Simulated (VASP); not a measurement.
Ga7AuN8: single point with PBEsol+U

Ga7AuN8:

```
Au Ga N
1.0
     6.38000    0.00000    0.00000
    -3.19000    5.52524    0.00000
     0.00000    0.00000    5.18900
Au Ga N
1 7 8
Direct
  0.33433 0.16737 0.99015
  0.33914 0.66977 0.00364
  0.83195 0.16259 0.00364
  0.83194 0.66977 0.00365
  0.16418 0.33754 0.49753
  0.16418 0.82705 0.49753
  0.67466 0.33753 0.49754
  0.66768 0.83404 0.49974
  0.33434 0.16737 0.42290
  0.33713 0.66877 0.37375
  0.83295 0.16459 0.37375
  0.83295 0.66877 0.37375
  0.14950 0.35222 0.86619
  0.14950 0.79769 0.86619
  0.70401 0.35221 0.86619
  0.66768 0.83404 0.87413
```

```json
{
 "Program": "VASP 6.6.1",
 "Task": "single point",
 "Functional": "PBEsol",
 "Potentials or basis": "VASP PAW PBE potentials, release 64 (Au, Ga_d, N)",
 "Cutoff": "520 eV",
 "k mesh": "3 × 3 × 3",
 "Occupations": "gaussian, width 0.05 eV",
 "Spin": "no spin polarisation",
 "Hubbard terms": "Au d U = 3.0 eV"
}
```

- Pressure: 5.8 GPa
- Largest force: 0.276 eV/Å
- Band gap on the k mesh: zero (bands 71 and 72 overlap by 0.58 eV)

Forces in eV/Å, atoms in the order of the input:
```
Au  -0.002 -0.001  0.025
Ga  -0.010 -0.006  0.016
Ga   0.001  0.013  0.016
Ga   0.012 -0.005  0.016
Ga   0.069 -0.040 -0.014
Ga   0.000  0.079 -0.014
Ga  -0.069 -0.040 -0.015
Ga  -0.001  0.000 -0.011
N    0.000  0.000 -0.144
N    0.002  0.001 -0.011
N    0.000 -0.002 -0.012
N   -0.002  0.001 -0.012
N    0.235 -0.136  0.053
N    0.000  0.271  0.053
N   -0.235 -0.135  0.053
N    0.000  0.000  0.000
```

Stress tensor (GPa, compression positive):
```
5.26 0.00 0.00
0.00 5.26 0.00
0.00 0.00 7.00
```

Levels at points of the mesh, in eV from the Fermi level:
```tsv
k point	band 69	band 70	band 71	band 72	band 73	band 74
(0.00, 0.00, 0.00)	-1.21	-0.51	0.31	0.31	1.15	3.51
```

Eigenvalues of the final occupation matrices:
```csv
site,spin,trace,eigenvalues
site 1 d,1,4.44,0.86 0.86 0.88 0.93 0.93
site 1 d,2,4.44,0.86 0.86 0.88 0.93 0.93
```

It took 7.8 min on 1 thread of Intel(R) Xeon(R) Platinum 8259CL CPU @ 2.50GHz (Skylake/Cascade Lake), with other jobs on the host, peak memory 0.37 GiB.

Caveat: the k points lie up to 0.40 Å⁻¹ apart, too coarse for converged energies and pressures of a metal; the PAW data sets were made with another functional, which shifts forces and pressure a little; spin-orbit coupling is left out, which moves the levels of the heavy elements; U without spin polarisation on a metal has little footing.
